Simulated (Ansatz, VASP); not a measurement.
## Ta2N: VASP beside Ansatz

```
CELL_PARAMETERS angstrom
3.06184 -0.07149 0.00000
-1.59284 2.68738 0.00000
0.00000 0.00000 4.45206
ATOMIC_POSITIONS crystal
Ta 0.66667 0.33333 0.74669
Ta 0.33333 0.66667 0.25331
N 0.00000 0.00000 0.00000
```

Change from the starting cell: engineering shear strain xy -0.0467, normal strain along z -0.0700.

Alike in both runs: task single point; functional LDA; k mesh 15 × 15 × 8; occupations gaussian, width 0.15 eV; no spin polarisation.

```csv
,VASP,Ansatz
version,VASP 6.6.1,Ansatz 0.2.0
potentials or method,"VASP PAW LDA potentials, release 64 (Ta_pv, N), cutoff 520 eV","scalar-relativistic, plane waves, PAW"
valence electrons in the cell,27,31
```

|  | VASP | Ansatz | Ansatz less VASP |
| --- | --- | --- | --- |
| gap on the k mesh at the Fermi level (eV) | none | none | - |
| pressure (GPa) | 30.2 | 28.1 | -2.09 |
| traceless stress, the component that is largest in VASP (GPa) | 14.19 | 14.23 | +0.046 |
| rms of the force components (eV/Å) | 0.043 | 0.037 | -0.0065 |

Ansatz warns that its potentials were made for another functional, while VASP's fit it. LDA's correlation is that of Perdew and Zunger in VASP and of Perdew and Wang (1992) in Ansatz. Atom by atom the forces differ by 0.031 eV/Å (rms over components). A gap of «none» marks a metal or a gap that the smearing closes. Both programs put the cell under a high pressure, so it lies far from rest at this level. VASP's potentials hold 27 valence electrons a cell and Ansatz's 31, so a difference there can come from the potentials and not from the codes.

Neither program's run includes spin-orbit coupling.
